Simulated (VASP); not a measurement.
A run of VASP 6.6.1 is set up as follows.

Contents of INCAR:

```
SYSTEM = CdSe
PREC     = Accurate       ! precision mode
ENCUT    = 520            ! plane-wave cutoff, eV
EDIFF    = 1E-6           ! SCF threshold, eV
ISMEAR   = 0              ! smearing method
SIGMA    = 0.05           ! smearing width, eV
LREAL    = .FALSE.        ! projectors in reciprocal space
LASPH    = .TRUE.         ! aspherical terms in the spheres
NELM     = 100            ! most SCF steps
ALGO     = Normal         ! electronic algorithm
ISIF     = 2              ! what is computed and relaxed
LWAVE    = .FALSE.        ! write WAVECAR
LCHARG   = .FALSE.        ! write CHGCAR
GGA      = PS             ! functional
NBANDS   = 16             ! bands
```

Contents of KPOINTS:

```
Automatic mesh
0
G
  10 10 10
  0 0 0
```

The input POSCAR:

```
CdSe
1.0
    0.0000000000      3.1361818858      3.1361818858
    3.1361818858      0.0000000000      3.1361818858
    3.0538048416      3.0538048416      0.0823770442
Cd Se
1 1
Direct
    0.0000000000      0.0000000000      0.0000000000
    0.7500000000      0.7500000000      0.7500000000
```

Potentials or basis: VASP PAW PBE potentials, release 64 (Cd, Se).

Launch:

```bash
$ cat potpaw_PBE.64/Cd/POTCAR potpaw_PBE.64/Se/POTCAR > POTCAR
$ mpirun -np 1 vasp_std > vasp.out
```

(1) What does it give for the pressure?

(2) What does it give for the band gap on the k mesh?

Results:

(1) -2.0 GPa.

(2) 0.38 eV.

Caveat: the PAW data sets were made with another functional, which shifts forces and pressure a little.
